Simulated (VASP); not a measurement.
# TiO2 (P4_2/mnm) in VASP: further runs

The runs below take TiO2 through single point, with PBEsol, PBE.

All numbers are computed with VASP 6.6.1; they aren't measurements. Logs are shortened: lines on timing, memory, paths and dates and some standing lists are left out, and cuts for length are marked.

### Step 1. The cell of the first run

It takes space group P4_2/mnm (No. 136, tetragonal). The conventional cell has a = 4.591 Å, b = 4.591 Å, c = 2.939 Å, α = 90.00°, β = 90.00°, γ = 90.00°. Ti (site symmetry mmm) has 6 O at 1.94 to 1.98 Å within 2.6 Å. Within 2.6 Å of O (site symmetry m2m) lie 3 Ti at 1.94 to 1.98 Å and 1 O at 2.54 Å.

### Step 2. Single point, PBEsol

INCAR reads:

```
SYSTEM = TiO2
PREC = Accurate
ENCUT = 520
EDIFF = 1E-6
ISMEAR = -1
SIGMA = 0.05
LREAL = .FALSE.
LASPH = .TRUE.
NELM = 80
ALGO = Normal
ISIF = 2
LWAVE = .FALSE.
LCHARG = .TRUE.
GGA = PS
LELF = .TRUE.
LVHAR = .TRUE.
NBANDS = 33
```

KPOINTS reads:

```
Automatic mesh
0
G
  6 6 9
  0 0 0
```

POSCAR reads:

```
TiO2
1.0
    4.5912421439      0.0000000000      0.0000000000
    0.0000000000      4.5912421439      0.0000000000
    0.0000000000      0.0000000000      2.9390250541
Ti O
2 4
Direct
    0.0000000000      0.0000000000      0.5000000000
    0.5000000000      0.5000000000      0.0000000000
    0.3044399662      0.3044399662      0.5000000000
    0.1955600338      0.8044399662      0.0000000000
    0.8044399662      0.1955600338      0.0000000000
    0.6955600338      0.6955600338      0.5000000000
```

Potentials or basis: VASP PAW PBE potentials, release 64 (Ti_sv, O).

On the command line:

```sh
cat potpaw_PBE.64/Ti_sv/POTCAR potpaw_PBE.64/O/POTCAR > POTCAR
mpirun -np 1 vasp_std > vasp.out
```

OUTCAR:

```text
SYSTEM = TiO2
   PREC = Accurate
   ENCUT = 520
   EDIFF = 1E-6
   ISMEAR = -1
   LREAL = .FALSE.
   LASPH = .TRUE.
   NELM = 80
   ISIF = 2
   GGA = PS

 ion  position               nearest neighbor table
   1  0.000  0.000  0.500-   4 1.94   5 1.94   4 1.94   5 1.94   3 1.98   6 1.98
   2  0.500  0.500  0.000-   3 1.94   6 1.94   3 1.94   6 1.94   5 1.98   4 1.98
   3  0.304  0.304  0.500-   2 1.94   2 1.94   1 1.98
   4  0.196  0.804  0.000-   1 1.94   1 1.94   2 1.98
   5  0.804  0.196  0.000-   1 1.94   1 1.94   2 1.98
   6  0.696  0.696  0.500-   2 1.94   2 1.94   1 1.98

  LATTYP: Found a simple tetragonal cell.
 ALAT       =     4.5912421439
 C/A-ratio  =     0.6401372356

  Lattice vectors:

 A1 = (   4.5912421439,   0.0000000000,   0.0000000000)
 A2 = (   0.0000000000,   4.5912421439,   0.0000000000)
 A3 = (   0.0000000000,   0.0000000000,   2.9390250541)

Analysis of symmetry for initial positions (statically):
=====================================================================
 Subroutine PRICEL returns:
 Original cell was already a primitive cell.

 Routine SETGRP: Setting up the symmetry group for a
 simple tetragonal supercell.

 Subroutine GETGRP returns: Found 16 space group operations
 (whereof  8 operations were pure point group operations)
 out of a pool of 16 trial point group operations.

The static configuration has the point symmetry D_2h.
 The point group associated with its full space group is D_4h.

Analysis of symmetry for dynamics (positions and initial velocities):
=====================================================================
 Subroutine PRICEL returns:
 Original cell was already a primitive cell.

 Routine SETGRP: Setting up the symmetry group for a
 simple tetragonal supercell.

 Subroutine GETGRP returns: Found 16 space group operations
 (whereof  8 operations were pure point group operations)
 out of a pool of 16 trial point group operations.

The dynamic configuration has the point symmetry D_2h.
 The point group associated with its full space group is D_4h.

 Subroutine INISYM returns: Found 16 space group operations
 (whereof  8 operations are pure point group operations),
 and found     1 'primitive' translations

----------------------------------------------------------------------------------------

                                     Primitive cell

  volume of cell :      61.9532

  direct lattice vectors                    reciprocal lattice vectors
     4.591242144  0.000000000  0.000000000     0.217805981  0.000000000  0.000000000
     0.000000000  4.591242144  0.000000000     0.000000000  0.217805981  0.000000000
     0.000000000  0.000000000  2.939025054     0.000000000  0.000000000  0.340248886

  length of vectors
     4.591242144  4.591242144  2.939025054     0.217805981  0.217805981  0.340248886

  position of ions in fractional coordinates (direct lattice)
     0.000000000  0.000000000  0.500000000
     0.500000000  0.500000000  0.000000000
     0.304439966  0.304439966  0.500000000
     0.195560034  0.804439966  0.000000000
     0.804439966  0.195560034  0.000000000
     0.695560034  0.695560034  0.500000000

  ion indices of the primitive-cell ions
   primitive index   ion index
                 1           1
                 2           2
                 3           3
                 4           4
                 5           5
                 6           6

----------------------------------------------------------------------------------------

 KPOINTS: Automatic mesh

Automatic generation of k-mesh.
 Grid dimensions read from file:
 generate k-points for:    6    6    9

 Generating k-lattice:

  Cartesian coordinates                     Fractional coordinates (reciprocal lattice)
     0.036300997  0.000000000  0.000000000     0.166666667  0.000000000  0.000000000
     0.000000000  0.036300997  0.000000000     0.000000000  0.166666667  0.000000000
     0.000000000  0.000000000  0.037805432     0.000000000  0.000000000  0.111111111

  Length of vectors
     0.036300997  0.036300997  0.037805432

  Shift w.r.t. Gamma in fractional coordinates (k-lattice)
     0.000000000  0.000000000  0.000000000

 Subroutine IBZKPT returns following result:
 ===========================================

 Found     50 irreducible k-points:

 Following reciprocal coordinates:
            Coordinates               Weight
  0.000000  0.000000  0.000000      1.000000
  0.166667  0.000000  0.000000      4.000000
  0.333333  0.000000  0.000000      4.000000
  0.500000  0.000000  0.000000      2.000000
  0.166667  0.166667  0.000000      4.000000
  0.333333  0.166667  0.000000      8.000000
[... 16 lines left out ...]
  0.333333  0.000000  0.222222      8.000000
  0.500000  0.000000  0.222222      4.000000
 [... further k-points ...]
   k-points           NKPTS =     50   k-points in BZ     NKDIM =     50   number of bands    NBANDS=     33
   number of dos      NEDOS =    301   number of ions     NIONS =      6
   total plane-waves  NPLWV =  31104
   dimension x,y,z NGX =    36 NGY =   36 NGZ =   24
   dimension x,y,z NGXF=    72 NGYF=   72 NGZF=   48
   ions per type =               2   4
   NGX,Y,Z   is equivalent  to a cutoff of  13.04, 13.04, 13.58 a.u.
   NGXF,Y,Z  is equivalent  to a cutoff of  26.07, 26.07, 27.15 a.u.
 SYSTEM =  TiO2
   PREC   = accura    normal or accurate (medium, high low for compatibility)
   ISTART =      0    job   : 0-new  1-cont  2-samecut
   ICHARG =      2    charge: 1-file 2-atom 10-const
   ISPIN  =      1    spin polarized calculation?
   LNONCOLLINEAR =      F non collinear calculations
   LSORBIT =      F    spin-orbit coupling
   LASPH  =      T    aspherical Exc in radial PAW
   ENCUT  =  520.0 eV  38.22 Ry    6.18 a.u.   8.54  8.54  5.46*2*pi/ulx,y,z
   NELM   =     80;   NELMIN=  2; NELMDL= -5     # of ELM steps
   EDIFF  = 0.1E-05   stopping-criterion for ELM
   LREAL  =      F    real-space projection
   EDIFFG = 0.1E-04   stopping-criterion for IOM
   NSW    =      0    number of steps for IOM
   IBRION =     -1    ionic relax: 0-MD 1-quasi-New 2-CG
   NFREE  =      0    steps in history (QN), initial steepest desc. (CG)
   ISIF   =      2    stress and relaxation
   ISYM   =      2    0-nonsym 1-usesym 2-fastsym
   POTIM  = 0.5000    time-step for ionic-motion
   TEBEG  =    0.0;   TEEND  =   0.0 temperature during run
   PSTRESS=    0.0 pullay stress
   NELECT =      48.0000    total number of electrons
   NUPDOWN=      -1.0000    fix difference up-down
   EMIN   =  10.00;   EMAX   =-10.00  energy-range for DOS
   EFERMI =   0.00;   METHOD = LEGACY
   ISMEAR =    -1;   SIGMA  =   0.05  broadening in eV -4-tet -1-fermi 0-gaus
   EFERMI_NEDOS =   21; number of points for ismear=-14 and -15
   IALGO  =     38    algorithm
   IMIX   =      4    mixing-type and parameters
     AMIX     =   0.40;   BMIX     =  1.00
     AMIX_MAG =   1.60;   BMIX_MAG =  1.00
  volume/ion in A,a.u.               =      10.33        69.68
  Fermi-wavevector in a.u.,A,eV,Ry     =   1.503606  2.841403 30.760468  2.260831
  Thomas-Fermi vector in A             =   2.614694
   LORBIT       =      0    0 simple, 1 ext, 2 COOP (PROOUT), +10 PAW based schemes
   GGA     = PS    functional components
   LHFCALC =     F    Hartree Fock is set to
   AEXX    =    0.0000 exact exchange contribution
   IVDW    =     0    specifies the selected vdW correction
   LEPSILON=     F    determine dielectric tensor
   LRPA    =     F    only Hartree local field effects (RPA)
 non-spin polarized calculation
  energy-cutoff  :      520.00
  volume of cell :       61.95
 maximum number of plane-waves:      1696
 NGX is ok and might be reduce to    36
   NGX = 17   NGY = 17   NGZ = 11

 number of electron      48.0000020 magnetization

 Free energy of the ion-electron system (eV)
  ---------------------------------------------------
  ext. energy  EPLUGINS =         0.00000000
  ---------------------------------------------------
  free energy    TOTEN  =       -56.09834361 eV

  energy without entropy =      -56.09834361  energy(sigma->0) =      -56.09834361

 E-fermi :   5.6940     XC(G=0): -11.7426

 val. band max:        4.8011316389   @ k =   0.0000   0.0000   0.0000
 cond. band min:       6.6425814707   @ k =   0.0000   0.0000   0.0000
 fundamental gap:      1.8414498318
 Fermi energy:         5.6939774991

 k-point     1 :       0.0000    0.0000    0.0000
  band No.  band energies     occupation
      1     -51.8210      2.00000
      2     -51.8027      2.00000
      3     -28.2519      2.00000
      4     -28.2519      2.00000
      5     -28.0773      2.00000
      6     -28.0773      2.00000
[... 25 lines left out ...]
     32      11.5259      0.00000
     33      11.5429      0.00000

 k-point     2 :       0.1667    0.0000    0.0000
  band No.  band energies     occupation
      1     -51.8198      2.00000
      2     -51.8039      2.00000
      3     -28.2425      2.00000
      4     -28.2416      2.00000
      5     -28.0887      2.00000
      6     -28.0878      2.00000
[... 25 lines left out ...]
     32      11.4298      0.00000
     33      11.4501      0.00000

 k-point     3 :       0.3333    0.0000    0.0000
  band No.  band energies     occupation
      1     -51.8164      2.00000
      2     -51.8073      2.00000
      3     -28.2174      2.00000
      4     -28.2150      2.00000
      5     -28.1176      2.00000
      6     -28.1151      2.00000
[... 25 lines left out ...]
     32      11.2382      0.00000
     33      11.2787      0.00000

 k-point     4 :       0.5000    0.0000    0.0000
  band No.  band energies     occupation
      1     -51.8118      2.00000
      2     -51.8118      2.00000
      3     -28.1950      2.00000
      4     -28.1950      2.00000
      5     -28.1387      2.00000
      6     -28.1387      2.00000
[... 673 lines left out ...]
     32      10.7254      0.00000
     33      10.9857      0.00000

 k-point    23 :       0.3333    0.0000    0.2222
  band No.  band energies     occupation
      1     -51.7968      2.00000
      2     -51.7898      2.00000
      3     -28.2459      2.00000
      4     -28.2294      2.00000
      5     -28.1661      2.00000
      6     -28.1562      2.00000
[... 25 lines left out ...]
     32      10.3027      0.00000
     33      11.0496      0.00000

 k-point    24 :       0.5000    0.0000    0.2222
  band No.  band energies     occupation
      1     -51.7933      2.00000
      2     -51.7933      2.00000
      3     -28.2411      2.00000
      4     -28.2411      2.00000
      5     -28.1450      2.00000
      6     -28.1450      2.00000
[... 25 lines left out ...]
     32      10.1268      0.00000
     33      11.4645      0.00000

 [... further k-points ...]
[... 5 lines left out ...]
  --------------------------------------------------------------------------------------
  -------------------------------------------------------------------------------------
  Total        0.2097436      0.2097436      0.3252402      0.0000000      0.0000000      0.0000000
  in kB        5.4241990      5.4241990      8.4110679      0.0000000      0.0000000      0.0000000
  external PRESSURE =       6.4198220 kB  Pullay stress =       0.0000000 kB

 VOLUME and BASIS-vectors are now :
 -----------------------------------------------------------------------------
  energy-cutoff  :      520.00
  volume of cell :       61.95
      direct lattice vectors                 reciprocal lattice vectors
     4.591242144  0.000000000  0.000000000     0.217805981  0.000000000  0.000000000
     0.000000000  4.591242144  0.000000000     0.000000000  0.217805981  0.000000000
     0.000000000  0.000000000  2.939025054     0.000000000  0.000000000  0.340248886

 POSITION                                       TOTAL-FORCE (eV/Angst)
 -----------------------------------------------------------------------------------
      0.00000      0.00000      1.46951        -0.000000      0.000000     -0.000000
      2.29562      2.29562      0.00000        -0.000000      0.000000     -0.000000
      1.39776      1.39776      1.46951        -0.017669     -0.017669      0.000000
      0.89786      3.69338      0.00000         0.017669     -0.017669      0.000000
      3.69338      0.89786      0.00000        -0.017669      0.017669     -0.000000
      3.19348      3.19348      1.46951         0.017669      0.017669     -0.000000
 -----------------------------------------------------------------------------------
    total drift:                                0.000000      0.000000      0.000000

  FREE ENERGIE OF THE ION-ELECTRON SYSTEM (eV)
  ---------------------------------------------------
  free  energy   TOTEN  =       -56.0983436064 eV

  energy  without entropy=      -56.0983436059  energy(sigma->0) =      -56.09834361
```

It took 4.2 min on 1 thread of AMD EPYC 7R13, shared host; peak memory 0.19 GiB.

What came out:

```yaml
Free_energy: -56.0983 eV
Pressure: 0.6 GPa
Largest_force: 0.025 eV/Å
Band_gap_on_the_k_mesh: 1.84 eV, direct
```

Forces in eV/Å, atoms in the order of the input:
```
Ti   0.000  0.000  0.000
Ti   0.000  0.000  0.000
O   -0.018 -0.018  0.000
O    0.018 -0.018  0.000
O   -0.018  0.018  0.000
O    0.018  0.018  0.000
```

Stress tensor (GPa, compression positive):
```
0.54 0.00 0.00
0.00 0.54 0.00
0.00 0.00 0.84
```

Levels at points of the mesh, in eV from the valence-band top:
| k point | band 22 | band 23 | band 24 | band 25 | band 26 | band 27 |
| --- | --- | --- | --- | --- | --- | --- |
| (0.00, 0.00, 0.00) | -0.46 | -0.46 | 0.00 | 1.84 | 2.12 | 2.42 |
| (0.50, 0.00, 0.00) | -1.63 | -0.76 | -0.76 | 2.53 | 2.53 | 3.05 |
| (0.50, 0.50, 0.00) | -1.29 | -1.08 | -1.08 | 1.88 | 1.88 | 2.54 |

Caveat: the PAW data sets were made with another functional, which shifts forces and pressure a little. As with any semilocal functional, this PBEsol gap is likely too small.

### Step 3. Single point, PBE

This run uses another cell than the first one, of 10.64 Å³/atom, 1.031 times its volume.

INCAR reads:

```
  PREC = Accurate
  ENCUT = 520
  EDIFF = 1E-6
  ISMEAR = -1
  SIGMA = 0.05
  LREAL = F
  LASPH = T
  NELM = 100
  ALGO = Normal
  ISIF = 2
  LWAVE = F
  LCHARG = T
  GGA = PE
  LELF = T
  LVHAR = T
  NBANDS = 33
```

KPOINTS reads:

```
Automatic mesh
0
Gamma
  6 6 9
```

POSCAR reads:

```
TiO2
1.0
    4.6303007105      0.0000000000      0.0000000000
    0.0000000000      4.6303007105      0.0000000000
    0.0000000000      0.0000000000      2.9788115719
Ti O
2 4
Direct
    0.0000000000      0.0000000000      0.5000000000
    0.5000000000      0.5000000000      0.0000000000
    0.3043213200      0.3043213200      0.5000000000
    0.1956786800      0.8043213200      0.0000000000
    0.8043213200      0.1956786800      0.0000000000
    0.6956786800      0.6956786800      0.5000000000
```

Potentials or basis: VASP PAW PBE potentials, release 64 (Ti_sv, O).

On the command line:

```sh
cat potpaw_PBE.64/Ti_sv/POTCAR potpaw_PBE.64/O/POTCAR > POTCAR
mpirun -np 1 vasp_std > vasp.out
```

Run time: 4.4 min. Hardware: 1 thread of AMD EPYC 7R13, shared host; peak memory 0.19 GiB.

Results (log left out):

```yaml
Free_energy: -53.6742 eV
Pressure: 0.2 GPa
Largest_force: 0.070 eV/Å
Band_gap_on_the_k_mesh: 1.79 eV, direct
```

Forces in eV/Å, atoms in the order of the input:
```
Ti   0.000  0.000  0.000
Ti   0.000  0.000  0.000
O    0.050  0.050  0.000
O   -0.050  0.050  0.000
O    0.050 -0.050  0.000
O   -0.050 -0.050  0.000
```

Stress tensor (GPa, compression positive):
```
 0.80  0.00  0.00
 0.00  0.80  0.00
 0.00  0.00 -0.87
```

Levels at points of the mesh, in eV from the valence-band top:
```csv
k point,band 22,band 23,band 24,band 25,band 26,band 27
"(0.00, 0.00, 0.00)",-0.45,-0.45,0.00,1.79,2.07,2.31
"(0.50, 0.00, 0.00)",-1.63,-0.73,-0.73,2.43,2.43,2.91
"(0.50, 0.50, 0.00)",-1.31,-1.08,-1.08,1.82,1.82,2.42
```

A k mesh can miss the band edges.
